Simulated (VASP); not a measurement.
A run of VASP 6.6.1 is set up as follows.

File INCAR:

```
ALGO = Normal
EDIFF = 1E-8
ENCUT = 520
GGA = PS
ISIF = 2
ISMEAR = -1
LASPH = T
LCHARG = F
LEFG = T
LREAL = F
LWAVE = F
NBANDS = 21
NELM = 80
PREC = Accurate
SIGMA = 0.08
```

Contents of KPOINTS:

```
k-points
0
Gamma
  14 14 8
```

POSCAR

```
Pb
1.0
    3.4329678887      0.0000000000      0.0000000000
   -1.7164839444      2.9730374020      0.0000000000
    0.0000000000      0.0000000000      5.5144501982
Pb
2
Direct
    0.3333333333      0.6666666667      0.2500000000
    0.6666666667      0.3333333333      0.7500000000
```

Potentials or basis: VASP PAW PBE potentials, release 64 (Pb_d).

Command:

```console
$ cat potpaw_PBE.64/Pb_d/POTCAR > POTCAR
$ mpirun -np 1 vasp_std > vasp.out
```

**Question.** Predict the pressure.

**Answer.** 3.2 GPa.

**Question.** Estimate the band gap on the k mesh.

**Answer.** Zero (bands 14 and 15 overlap by 7.77 eV).

Stress tensor (GPa, compression positive):
```
2.49 0.00 0.00
0.00 2.49 0.00
0.00 0.00 4.73
```

Caveat: the cell stands under pressure; without QUAD_EFG the Cq values of the log hold for a quadrupole moment of 1 mb, not for the nuclei; the PAW data sets were made with another functional, which shifts forces and pressure a little; spin-orbit coupling is left out, which moves the levels of the heavy elements.
